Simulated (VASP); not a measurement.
# NaTi3 (Pm-3m) in VASP: further runs

The runs below take NaTi3 through single point, relaxation of cell and atoms, with PBE.

Program: VASP 6.6.1. These are calculated values, not measurements. Logs are shortened: lines on timing, memory, paths and dates and some standing lists are left out, and cuts for length are marked.

### 1 The cell of the first run

It takes space group Pm-3m (No. 221, cubic). The conventional cell has a = 3.976 Å, b = 3.976 Å, c = 3.976 Å, α = 90.00°, β = 90.00°, γ = 90.00°. Within 3.7 Å of Na (site symmetry m-3m) lie 12 Ti at 2.81 Å. Within 3.7 Å of Ti (site symmetry 4/mmm) lie 4 Na at 2.81 Å and 8 Ti at 2.81 Å.

### 2 Single point, PBE

Input file INCAR:

```
ALGO = Normal
EDIFF = 1E-6
ENCUT = 520
GGA = PE
ISIF = 2
ISMEAR = 0
LASPH = True
LCHARG = False
LREAL = False
LWAVE = False
NBANDS = 30
NELM = 80
PREC = Accurate
SIGMA = 0.1
```

Input file KPOINTS:

```
k-points
0
Gamma
  4 4 4
```

Input file POSCAR:

```
NaTi3
1.0
    3.9758424705      0.0000000000      0.0000000000
    0.0000000000      3.9758424705      0.0000000000
    0.0000000000      0.0000000000      3.9758424705
Na Ti
1 3
Direct
    0.0000000000      0.0000000000      0.0000000000
    0.0000000000      0.5000000000      0.5000000000
    0.5000000000      0.0000000000      0.5000000000
    0.5000000000      0.5000000000      0.0000000000
```

Potentials or basis: VASP PAW PBE potentials, release 64 (Na_pv, Ti_sv).

Started as:

```sh
cat potpaw_PBE.64/Na_pv/POTCAR potpaw_PBE.64/Ti_sv/POTCAR > POTCAR
mpirun -np 1 vasp_std > vasp.out
```

OUTCAR:

```text
EDIFF = 1E-6
   ENCUT = 520
   GGA = PE
   ISIF = 2
   ISMEAR = 0
   LASPH = True
   LREAL = False
   NELM = 80
   PREC = Accurate

 ion  position               nearest neighbor table
   1  0.000  0.000  0.000-   2 2.81   3 2.81   4 2.81   2 2.81   3 2.81   2 2.81   4 2.81   2 2.81
                             3 2.81   4 2.81   3 2.81   4 2.81
   2  0.000  0.500  0.500-   1 2.81   3 2.81   4 2.81   1 2.81   4 2.81   1 2.81   3 2.81   1 2.81
                             3 2.81   4 2.81   4 2.81   3 2.81
   3  0.500  0.000  0.500-   1 2.81   2 2.81   4 2.81   1 2.81   4 2.81   2 2.81   4 2.81   4 2.81
                             1 2.81   2 2.81   1 2.81   2 2.81
   4  0.500  0.500  0.000-   1 2.81   2 2.81   3 2.81   2 2.81   3 2.81   1 2.81   3 2.81   3 2.81
                             1 2.81   2 2.81   2 2.81   1 2.81

  LATTYP: Found a simple cubic cell.
 ALAT       =     3.9758424705

  Lattice vectors:

 A1 = (   3.9758424705,   0.0000000000,   0.0000000000)
 A2 = (   0.0000000000,   3.9758424705,   0.0000000000)
 A3 = (   0.0000000000,   0.0000000000,   3.9758424705)

Analysis of symmetry for initial positions (statically):
=====================================================================
 Subroutine PRICEL returns:
 Original cell was already a primitive cell.

 Routine SETGRP: Setting up the symmetry group for a
 simple cubic supercell.

 Subroutine GETGRP returns: Found 48 space group operations
 (whereof 48 operations were pure point group operations)
 out of a pool of 48 trial point group operations.

The static configuration has the point symmetry O_h .

Analysis of symmetry for dynamics (positions and initial velocities):
=====================================================================
 Subroutine PRICEL returns:
 Original cell was already a primitive cell.

 Routine SETGRP: Setting up the symmetry group for a
 simple cubic supercell.

 Subroutine GETGRP returns: Found 48 space group operations
 (whereof 48 operations were pure point group operations)
 out of a pool of 48 trial point group operations.

The dynamic configuration has the point symmetry O_h .

 Subroutine INISYM returns: Found 48 space group operations
 (whereof 48 operations are pure point group operations),
 and found     1 'primitive' translations

[... 77 lines left out ...]
   ISPIN  =      1    spin polarized calculation?
   LNONCOLLINEAR =      F non collinear calculations
   LSORBIT =      F    spin-orbit coupling
   LASPH  =      T    aspherical Exc in radial PAW
   ENCUT  =  520.0 eV  38.22 Ry    6.18 a.u.   7.39  7.39  7.39*2*pi/ulx,y,z
   NELM   =     80;   NELMIN=  2; NELMDL= -5     # of ELM steps
   EDIFF  = 0.1E-05   stopping-criterion for ELM
   LREAL  =      F    real-space projection
   EDIFFG = 0.1E-04   stopping-criterion for IOM
   NSW    =      0    number of steps for IOM
   IBRION =     -1    ionic relax: 0-MD 1-quasi-New 2-CG
   NFREE  =      0    steps in history (QN), initial steepest desc. (CG)
   ISIF   =      2    stress and relaxation
   ISYM   =      2    0-nonsym 1-usesym 2-fastsym
   POTIM  = 0.5000    time-step for ionic-motion
   TEBEG  =    0.0;   TEEND  =   0.0 temperature during run
   PSTRESS=    0.0 pullay stress
   NELECT =      43.0000    total number of electrons
   NUPDOWN=      -1.0000    fix difference up-down
   EMIN   =  10.00;   EMAX   =-10.00  energy-range for DOS
   EFERMI =   0.00;   METHOD = LEGACY
   ISMEAR =     0;   SIGMA  =   0.10  broadening in eV -4-tet -1-fermi 0-gaus
   EFERMI_NEDOS =   21; number of points for ismear=-14 and -15
   IALGO  =     38    algorithm
   IMIX   =      4    mixing-type and parameters
     AMIX     =   0.40;   BMIX     =  1.00
     AMIX_MAG =   1.60;   BMIX_MAG =  1.00
  volume/ion in A,a.u.               =      15.71       106.03
  Fermi-wavevector in a.u.,A,eV,Ry     =   1.442564  2.726051 28.313608  2.080991
  Thomas-Fermi vector in A             =   2.561070
   LORBIT       =      0    0 simple, 1 ext, 2 COOP (PROOUT), +10 PAW based schemes
   GGA     = PE    functional components
   LHFCALC =     F    Hartree Fock is set to
   AEXX    =    0.0000 exact exchange contribution
   IVDW    =     0    specifies the selected vdW correction
   LEPSILON=     F    determine dielectric tensor
   LRPA    =     F    only Hartree local field effects (RPA)
 non-spin polarized calculation
 Gauss-broadening in eV      SIGMA  =   0.10
  energy-cutoff  :      520.00
  volume of cell :       62.85
 maximum number of plane-waves:      1743
 NGX is ok and might be reduce to    30
   NGX = 15   NGY = 15   NGZ = 15

 number of electron      42.9999984 magnetization

 Free energy of the ion-electron system (eV)
  ---------------------------------------------------
  ext. energy  EPLUGINS =         0.00000000
  ---------------------------------------------------
  free energy    TOTEN  =       -21.44450208 eV

  energy without entropy =      -21.41193702  energy(sigma->0) =      -21.42821955

 E-fermi :   7.7908     XC(G=0): -11.3372

 val. band max:        7.7798296135   @ k =   0.5000   0.2500   0.0000
 cond. band min:       7.7954125180   @ k =   0.5000   0.5000   0.0000
 fundamental gap:      0.0155829045
 Fermi energy:         7.7908230846

 k-point     1 :       0.0000    0.0000    0.0000
  band No.  band energies     occupation
      1     -48.6365      2.00000
      2     -48.4547      2.00000
      3     -48.4547      2.00000
      4     -25.1307      2.00000
      5     -25.1307      2.00000
      6     -25.1307      2.00000
[... 319 lines left out ...]
     29       9.8053      0.00000
     30      10.3959      0.00000

------------------------ aborting loop because EDIFF is reached ----------------------------------------

  FORCE on cell =-STRESS in cart. coord.  units (eV):
  Direction    XX          YY          ZZ          XY          YZ          ZX
  --------------------------------------------------------------------------------------
  -------------------------------------------------------------------------------------
  Total        6.7209680      6.7209680      6.7209680      0.0000000      0.0000000      0.0000000
  in kB      171.3384782    171.3384782    171.3384782      0.0000000      0.0000000      0.0000000
  external PRESSURE =     171.3384782 kB  Pullay stress =       0.0000000 kB

 VOLUME and BASIS-vectors are now :
 -----------------------------------------------------------------------------
  energy-cutoff  :      520.00
  volume of cell :       62.85
      direct lattice vectors                 reciprocal lattice vectors
     3.975842470  0.000000000  0.000000000     0.251519020  0.000000000  0.000000000
     0.000000000  3.975842470  0.000000000     0.000000000  0.251519020  0.000000000
     0.000000000  0.000000000  3.975842470     0.000000000  0.000000000  0.251519020

 POSITION                                       TOTAL-FORCE (eV/Angst)
 -----------------------------------------------------------------------------------
      0.00000      0.00000      0.00000         0.000000      0.000000      0.000000
      0.00000      1.98792      1.98792         0.000000      0.000000      0.000000
      1.98792      0.00000      1.98792         0.000000      0.000000      0.000000
      1.98792      1.98792      0.00000         0.000000      0.000000      0.000000
 -----------------------------------------------------------------------------------
    total drift:                                0.000000      0.000000     -0.000000

  FREE ENERGIE OF THE ION-ELECTRON SYSTEM (eV)
  ---------------------------------------------------
  free  energy   TOTEN  =       -21.4445020783 eV

  energy  without entropy=      -21.4119370216  energy(sigma->0) =      -21.42821955
```

OSZICAR:

```text
N       E                     dE             d eps       ncg     rms          rms(c)
DAV:   1     0.546038472020E+03    0.54604E+03   -0.21494E+04   608   0.182E+03
DAV:   2     0.410237369237E+02   -0.50501E+03   -0.49558E+03   600   0.540E+02
DAV:   3    -0.179205459132E+02   -0.58944E+02   -0.57014E+02   968   0.161E+02
DAV:   4    -0.234462566432E+02   -0.55257E+01   -0.54833E+01   896   0.458E+01
DAV:   5    -0.237074007238E+02   -0.26114E+00   -0.26100E+00   880   0.799E+00    0.142E+01
DAV:   6    -0.213441636987E+02    0.23632E+01   -0.10745E+01   774   0.259E+01    0.405E+00
DAV:   7    -0.213902296495E+02   -0.46066E-01   -0.64348E-01   828   0.477E+00    0.262E+00
DAV:   8    -0.214364678603E+02   -0.46238E-01   -0.14886E-01   774   0.284E+00    0.748E-01
DAV:   9    -0.214442716464E+02   -0.78038E-02   -0.31365E-02   872   0.123E+00    0.207E-01
DAV:  10    -0.214445549421E+02   -0.28330E-03   -0.41779E-03   856   0.360E-01    0.654E-02
DAV:  11    -0.214445224430E+02    0.32499E-04   -0.22343E-04   744   0.128E-01    0.255E-02
DAV:  12    -0.214445007945E+02    0.21649E-04   -0.27848E-05   940   0.510E-02    0.882E-03
DAV:  13    -0.214445018602E+02   -0.10657E-05   -0.41202E-06   750   0.145E-02    0.343E-03
DAV:  14    -0.214445020783E+02   -0.21815E-06   -0.48757E-07   422   0.613E-03
   1 F= -.21444502E+02 E0= -.21428220E+02  d E =-.325651E-01
```

Run time: 22 s. Hardware: 1 thread of Oxide Virtual Turin-like, shared host; peak memory 0.13 GiB.

What came out:

| Quantity | Value |
| --- | --- |
| Free energy | -21.4445 eV |
| Pressure | 17.1 GPa |

Caveat: the k points lie up to 0.40 Å⁻¹ apart.

### 3 Single point, PBE

This run uses another cell than the first one, of 18.84 Å³/atom, 1.199 times its volume.

Input file INCAR:

```
PREC = Accurate ; ENCUT = 520
EDIFF = 1E-6 ; ISMEAR = 0
SIGMA = 0.1 ; LREAL = F
LASPH = T ; NELM = 80
ALGO = Normal ; ISIF = 2
LWAVE = F ; LCHARG = F
GGA = PE ; NBANDS = 30
```

Input file KPOINTS:

```
Automatic mesh
0
Gamma
  4 4 4
```

Input file POSCAR:

```
NaTi3
1.0
    4.2238257531      0.0000000000      0.0000000000
    0.0000000000      4.2238257531      0.0000000000
    0.0000000000      0.0000000000      4.2238257531
Na Ti
1 3
Direct
    0.0000000000      0.0000000000      0.0000000000
    0.0000000000      0.5000000000      0.5000000000
    0.5000000000      0.0000000000      0.5000000000
    0.5000000000      0.5000000000      0.0000000000
```

Potentials or basis: VASP PAW PBE potentials, release 64 (Na_pv, Ti_sv).

Started as:

```sh
cat potpaw_PBE.64/Na_pv/POTCAR potpaw_PBE.64/Ti_sv/POTCAR > POTCAR
mpirun -np 1 vasp_std > vasp.out
```

Run time: 41 s. Hardware: 1 thread of Oxide Virtual Turin-like, shared host; peak memory 0.14 GiB.

It converged, with:

| Property | Result |
| --- | --- |
| Free energy | -22.0332 eV |
| Pressure | 0.1 GPa |

Levels at points of the mesh, in eV from the Fermi level:
```csv
k point,band 19,band 20,band 21,band 22,band 23,band 24,band 25,band 26
"(0.00, 0.00, 0.00)",-1.27,-0.82,-0.82,-0.82,1.70,1.70,1.70,2.74
"(0.50, 0.00, 0.00)",-0.42,-0.20,-0.20,-0.10,0.51,0.51,1.14,1.14
"(0.50, 0.50, 0.00)",-1.40,-0.22,-0.11,0.08,0.08,0.69,0.69,1.50
"(0.50, 0.50, 0.50)",-1.69,0.59,0.70,0.70,0.70,0.81,0.81,0.81
```

Caveat: the k points lie up to 0.37 Å⁻¹ apart.

### 4 Single point, PBE

This run uses another cell than the first one, of 18.87 Å³/atom, 1.201 times its volume.

Input file INCAR:

```
SYSTEM = NaTi3
ALGO     = Fast           ! electronic algorithm
EDIFF    = 1E-7           ! SCF threshold, eV
ENCUT    = 520            ! plane-wave cutoff, eV
GGA      = PE             ! functional
ISIF     = 2              ! what is computed and relaxed
ISMEAR   = 0              ! smearing method
LASPH    = .TRUE.         ! aspherical terms in the spheres
LCHARG   = .TRUE.         ! write CHGCAR
LELF     = .TRUE.         ! ELF
LREAL    = .FALSE.        ! projectors in reciprocal space
LVHAR    = .TRUE.       
LWAVE    = .FALSE.        ! write WAVECAR
NBANDS   = 30             ! bands
NELM     = 100            ! most SCF steps
PREC     = Accurate       ! precision mode
SIGMA    = 0.1            ! smearing width, eV
```

Input file KPOINTS:

```
k-points
0
G
  12 12 12
  0 0 0
```

Input file POSCAR:

```
NaTi3
1.0
    4.2265027474      0.0000000000      0.0000000000
    0.0000000000      4.2265027474      0.0000000000
    0.0000000000      0.0000000000      4.2265027474
Na Ti
1 3
Direct
    0.0000000000      0.0000000000      0.0000000000
    0.0000000000      0.5000000000      0.5000000000
    0.5000000000      0.0000000000      0.5000000000
    0.5000000000      0.5000000000      0.0000000000
```

Started as:

```sh
cat potpaw_PBE.64/Na_pv/POTCAR potpaw_PBE.64/Ti_sv/POTCAR > POTCAR
mpirun -np 1 vasp_std > vasp.out
```

Wall time 20 min (1 thread of Oxide Virtual Turin-like, shared host); peak memory 0.26 GiB.

It converged, with:

* Free energy: -22.0344 eV
* Pressure: -0.1 GPa

Levels at points of the mesh, in eV from the Fermi level:
```tsv
k point	band 19	band 20	band 21	band 22	band 23	band 24	band 25	band 26
(0.00, 0.00, 0.00)	-1.26	-0.82	-0.82	-0.82	1.70	1.70	1.70	2.73
(0.50, 0.00, 0.00)	-0.42	-0.20	-0.20	-0.09	0.50	0.50	1.13	1.14
(0.50, 0.50, 0.00)	-1.38	-0.23	-0.10	0.08	0.08	0.69	0.69	1.50
(0.50, 0.50, 0.50)	-1.69	0.58	0.70	0.70	0.70	0.82	0.82	0.82
```

### 5 Relaxation of cell and atoms, PBE

This run uses another cell than the first one, of 18.84 Å³/atom, 1.199 times its volume.

Input file INCAR:

```
SYSTEM = NaTi3
ALGO = Fast ; EDIFF = 1E-6
EDIFFG = -0.01 ; ENCUT = 600
GGA = PE ; IBRION = 2
ISIF = 3 ; ISMEAR = 0
LASPH = .TRUE. ; LCHARG = .FALSE.
LREAL = .FALSE. ; LWAVE = .FALSE.
NELM = 80 ; NSW = 100
PREC = Accurate ; SIGMA = 0.1
```

KPOINTS is that of step 4.

Input file POSCAR:

```
NaTi3
1.0
    4.2238257531      0.0000000000      0.0000000000
    0.0000000000      4.2238257531      0.0000000000
    0.0000000000      0.0000000000      4.2238257531
Na Ti
1 3
Direct
    0.0000000000      0.0000000000      0.0000000000
    0.0000000000      0.5000000000      0.5000000000
    0.5000000000      0.0000000000      0.5000000000
    0.5000000000      0.5000000000      0.0000000000
```

Potentials or basis: VASP PAW PBE potentials, release 64 (Na_pv, Ti_sv).

Started as:

```sh
cat potpaw_PBE.64/Na_pv/POTCAR potpaw_PBE.64/Ti_sv/POTCAR > POTCAR
mpirun -np 1 vasp_std > vasp.out
```

OUTCAR:

```text
SYSTEM = NaTi3
   EDIFF = 1E-6
   EDIFFG = -0.01
   ENCUT = 600
   GGA = PE
   IBRION = 2
   ISIF = 3
   ISMEAR = 0
   LASPH = .TRUE.
   LREAL = .FALSE.
   NELM = 80
   NSW = 100
   PREC = Accurate

 ion  position               nearest neighbor table
   1  0.000  0.000  0.000-
   2  0.000  0.500  0.500-
   3  0.500  0.000  0.500-
   4  0.500  0.500  0.000-

  LATTYP: Found a simple cubic cell.
 ALAT       =     4.2238257531

  Lattice vectors:

 A1 = (   4.2238257531,   0.0000000000,   0.0000000000)
 A2 = (   0.0000000000,   4.2238257531,   0.0000000000)
[... 296 lines left out ...]

 number of electron      42.9999983 magnetization

 Free energy of the ion-electron system (eV)
  ---------------------------------------------------
  ext. energy  EPLUGINS =         0.00000000
  ---------------------------------------------------
  free energy    TOTEN  =       -22.03375347 eV

  energy without entropy =      -22.00055243  energy(sigma->0) =      -22.01715295

 E-fermi :   6.0468     XC(G=0): -10.5097

 val. band max:        6.0442958798   @ k =   0.5000   0.4167   0.0833
 cond. band min:       6.0516483469   @ k =   0.5000   0.4167   0.1667
 fundamental gap:      0.0073524671
 Fermi energy:         6.0468270918

 k-point     1 :       0.0000    0.0000    0.0000
  band No.  band energies     occupation
      1     -50.7301      2.00000
      2     -50.6439      2.00000
      3     -50.6439      2.00000
      4     -27.1035      2.00000
      5     -27.1035      2.00000
      6     -27.1035      2.00000
[... 661 lines left out ...]
     24       6.4587      0.00000
     25       7.0417      0.00000

 [... further k-points ...]

------------------------ aborting loop because EDIFF is reached ----------------------------------------

  FORCE on cell =-STRESS in cart. coord.  units (eV):
  Direction    XX          YY          ZZ          XY          YZ          ZX
  --------------------------------------------------------------------------------------
  -------------------------------------------------------------------------------------
  Total       -0.0320913     -0.0320913     -0.0320913      0.0000000     -0.0000000      0.0000000
  in kB       -0.6812715     -0.6812715     -0.6812715      0.0000000     -0.0000000      0.0000000
  external PRESSURE =      -0.6812715 kB  Pullay stress =       0.0000000 kB
[... 19 lines left out ...]
  FREE ENERGIE OF THE ION-ELECTRON SYSTEM (eV)
  ---------------------------------------------------
  free  energy   TOTEN  =       -22.0337534669 eV

  energy  without entropy=      -22.0005524285  energy(sigma->0) =      -22.01715295

 reached required accuracy - stopping structural energy minimisation
```

CONTCAR:

```text
NaTi3
   1.00000000000000
     4.2259643118202579   -0.0000000000000000   -0.0000000000000000
    -0.0000000000000000    4.2259643118202579    0.0000000000000000
     0.0000000000000000   -0.0000000000000000    4.2259643118202579
  Na              Ti
     1     3
Direct
     0.0000000000000000    0.0000000000000000    0.0000000000000000
     0.0000000000000000    0.5000000000000000    0.5000000000000000
     0.5000000000000000    0.0000000000000000    0.5000000000000000
     0.5000000000000000    0.5000000000000000    0.0000000000000000

  0.00000000E+00  0.00000000E+00  0.00000000E+00
  0.00000000E+00  0.00000000E+00  0.00000000E+00
  0.00000000E+00  0.00000000E+00  0.00000000E+00
  0.00000000E+00  0.00000000E+00  0.00000000E+00
```

It took 28 min on 1 thread of Oxide Virtual Turin-like, shared host; peak memory 0.29 GiB.

What came out:

| Quantity | Value |
| --- | --- |
| Free energy | -22.0338 eV |
| Relaxed volume | 18.87 Å³/atom |
| Relaxed cell | a = 4.226 Å, b = 4.226 Å, c = 4.226 Å, α = 90.00°, β = 90.00°, γ = 90.00° |
| Space group after relaxing (to 0.05 Å) | Pm-3m (No. 221) |
| Energy gained by relaxing | 0.0 meV/atom |
| Ionic steps | 4 |
| Pressure after relaxing | -0.1 GPa |

Final structure:
```xyz
4
Lattice="4.2260 0.0000 0.0000 0.0000 4.2260 0.0000 0.0000 0.0000 4.2260" Properties=species:S:1:pos:R:3 pbc="T T T"
Na    0.0000    0.0000    0.0000
Ti    0.0000    2.1130    2.1130
Ti    2.1130    0.0000    2.1130
Ti    2.1130    2.1130    0.0000
```

### 6 Overview

| task | cell | k mesh | cutoff (eV) | gap on the mesh (eV) | pressure (GPa) |
| --- | --- | --- | --- | --- | --- |
| single point | a = 3.976 Å, 4 atoms | 4 × 4 × 4 | 520 | none | 17.1 |
| single point | a = 4.224 Å, 4 atoms | 4 × 4 × 4 | 520 | none | 0.1 |
| single point | a = 4.227 Å, 4 atoms | 12 × 12 × 12 | 520 | none | -0.1 |
| relaxation of cell and atoms | relaxed from a = 4.224 Å, 4 atoms | 12 × 12 × 12 | 600 | none | -0.1 |

Alike in all rows: level PBE; potentials or basis VASP PAW PBE potentials, release 64 (Na_pv, Ti_sv); no spin polarisation; smearing gaussian 0.1 eV.

Caveats: some runs use coarse meshes.

Total energies depend on the potentials used, so only differences within one code and one set of settings carry meaning.
